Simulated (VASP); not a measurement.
Set up this calculation in VASP 6.6.1, as the native input.

```
Task                   : single point
Functional             : PBEsol
Potentials or basis    : VASP PAW PBE potentials, release 64 (Pt)
Cutoff                 : 520 eV
k mesh                 : 18 × 18 × 18
Occupations            : gaussian, width 0.1 eV
Spin                   : no spin polarisation
Dipole correction      : no
Further INCAR settings : ALGO = Normal; EDIFF = 1e-06; NBANDS = 11
```

The structure of Pt lies in POSCAR:

```
Pt
1.0
    0.0000000000      1.9590241281      1.9590241281
    1.9590241281      0.0000000000      1.9590241281
    1.9590241281      1.9590241281      0.0000000000
Pt
1
Direct
    0.0000000000      0.0000000000      0.0000000000
```

The input as run:

INCAR

```
PREC = Accurate
ENCUT = 520
EDIFF = 1E-6
ISMEAR = 0
SIGMA = 0.1
LREAL = False
LASPH = True
NELM = 100
ALGO = Normal
ISIF = 2
LWAVE = False
LCHARG = False
GGA = PS
NBANDS = 11
```

KPOINTS

```
Automatic mesh
0
Gamma
  18 18 18
```

Potentials or basis: VASP PAW PBE potentials, release 64 (Pt).

Run with:

```bash
$ cat potpaw_PBE.64/Pt/POTCAR > POTCAR
$ mpirun -np 1 vasp_std > vasp.out
```

Results of the run:

* Pressure: -0.4 GPa
* Band gap on the k mesh: zero (band 5 reaches 11.65 eV, above the bottom of band 6 at 9.41 eV)

Caveat: the PAW data sets were made with another functional, which shifts forces and pressure a little; spin-orbit coupling is left out, which moves the levels of the heavy elements.

It took 18 s on 1 thread of Intel(R) Xeon(R) Platinum 8488C (Sapphire Rapids), on a shared host, peak memory 0.16 GiB.
